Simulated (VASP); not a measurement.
A run of VASP 6.6.1:

File INCAR:

```
ALGO     = Normal         # electronic algorithm
EDIFF    = 1E-6           # SCF threshold, eV
ENCUT    = 520            # plane-wave cutoff, eV
GGA      = PE             # functional
ISIF     = 2              # what is computed and relaxed
ISMEAR   = 0              # smearing method
LASPH    = T              # aspherical terms in the spheres
LCHARG   = F              # write CHGCAR
LREAL    = F              # projectors in reciprocal space
LWAVE    = F              # write WAVECAR
NBANDS   = 21             # bands
NELM     = 60             # most SCF steps
PREC     = Accurate       # precision mode
SIGMA    = 0.15           # smearing width, eV
```

File KPOINTS:

```
k-points
0
Gamma
  14 14 14
```

Contents of POSCAR:

```
Ge
1.0
    0.0000000000      2.9589239682      2.6207189587
    2.9589239682      0.0000000000      2.6207189587
    2.9589239682      2.9589239682      0.0000000000
Ge
2
Direct
    0.5000000000      0.5000000000      0.5000000000
    0.7500000000      0.7500000000      0.7500000000
```

Potentials or basis: VASP PAW PBE potentials, release 64 (Ge_d).

Launch:

```sh
$ cat potpaw_PBE.64/Ge_d/POTCAR > POTCAR
$ mpirun -np 1 vasp_std > vasp.out
```

Hardware: 1 thread of Intel(R) Xeon(R) 6975P-C (Granite Rapids) (shared host).

Q: Estimate the wall time of this run.

A: Wall time 110 s on 1 thread of Intel(R) Xeon(R) 6975P-C (Granite Rapids) (shared host), peak memory 0.3 GiB. Counts: scf iterations 12, k points 244.
